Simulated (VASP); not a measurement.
A run of VASP 6.6.1:

The input INCAR:

```
  ALGO = Normal
  EDIFF = 1E-6
  EDIFFG = -0.01
  ENCUT = 520
  GGA = RP
  IBRION = 2
  ISIF = 2
  ISMEAR = -1
  LASPH = T
  LCHARG = F
  LREAL = F
  LWAVE = F
  NELM = 100
  NSW = 80
  PREC = Accurate
  SIGMA = 0.01
```

The input KPOINTS:

```
k-points
0
Gamma
  1 1 1
```

File POSCAR:

```
F
1.0
   12.0000000000      0.0000000000      0.0000000000
    0.0000000000     12.3000000000      0.0000000000
    0.0000000000      0.0000000000     12.6000000000
F
2
Direct
    0.5000000000      0.5000000000      0.4436507937
    0.5000000000      0.5000000000      0.5563492063
```

Potentials or basis: VASP PAW PBE potentials, release 64 (F).

Launch:

```bash
$ cat potpaw_PBE.64/F/POTCAR > POTCAR
$ mpirun -np 1 vasp_gam > vasp.out
```

Hardware: 1 thread of Intel Xeon 8259CL, with other jobs on the host.

Q: Estimate the wall time of this run.

A: Wall time 6.9 min on 1 thread of Intel Xeon 8259CL (shared host), peak memory 1.5 GiB. Counts: scf iterations 43, k points 1, ion steps 3.
